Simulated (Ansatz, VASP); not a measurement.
## Two plane-wave programs on Cd

The input INCAR:

```
PREC = Accurate
ENCUT = 600
EDIFF = 1E-6
ISMEAR = -1
SIGMA = 0.1
LREAL = False
LASPH = True
NELM = 80
ALGO = Normal
ISIF = 3
LWAVE = False
LCHARG = False
GGA = PE
IBRION = 2
NSW = 80
EDIFFG = -0.01
```

File KPOINTS:

```
regular mesh
0
Gamma
  9 9 9
```

Contents of POSCAR:

```
Cd
1.0
    0.0000000000      3.0772608027      3.0772608027
    3.0772608027      0.0000000000      3.0772608027
    3.0772608027      3.0772608027      0.0000000000
Cd
2
Direct
    0.1250000000      0.1250000000      0.1250000000
    0.8750000000      0.8750000000      0.8750000000
```

Input for Ansatz:

```yaml
crystal:
  lattice:
    - [0.0, 3.0772608027, 3.0772608027]
    - [3.0772608027, 0.0, 3.0772608027]
    - [3.0772608027, 3.0772608027, 0.0]
  atoms:
    - { symbol: Cd, position: [0.125, 0.125, 0.125] }
    - { symbol: Cd, position: [0.875, 0.875, 0.875] }
hamiltonian:
  xc: pbe
  pseudopotentials:
    kind: paw
    azcp:
      Cd: "pseudopotentials/Cd.paw.azcp"
basis:
  ecutwfc: 420
  fft_grid_basis: typed
kpoints:
  mp_grid: { grid: [9, 9, 9], shift: [0, 0, 0] }
magnetization:
  spin_polarized: false
scf:
  occupations: { method: fermi_dirac, width: 0.1 }
relax:
  max_steps: 60
  f_tol: 0.01
  cell: {}
```

Alike in both runs: task relaxation of cell and atoms; functional PBE; k mesh 9 × 9 × 9; occupations fermi-dirac, width 0.1 eV; no spin polarisation.

|  | VASP | Ansatz |
| --- | --- | --- |
| version | VASP 6.6.1 | Ansatz 0.2.0 |
| potentials or method | VASP PAW PBE potentials, release 64 (Cd), cutoff 600 eV | plane waves (420 eV) with PAW, scalar-relativistic |
| valence electrons in the cell | 24 | 40 |

|  | VASP | Ansatz | Ansatz less VASP |
| --- | --- | --- | --- |
| relaxed volume (Å³/atom) | 37.73 | 37.27 | -0.461 |
| relaxed cell length with the largest relative difference (Å) | 4.743 | 4.724 | -0.0194 |

VASP's potentials hold 24 valence electrons a cell and Ansatz's 40, so a difference there can come from the potentials and not from the codes.

Noted on VASP's run: the volume moved by over 15 % at a fixed basis, so the end points are rough.
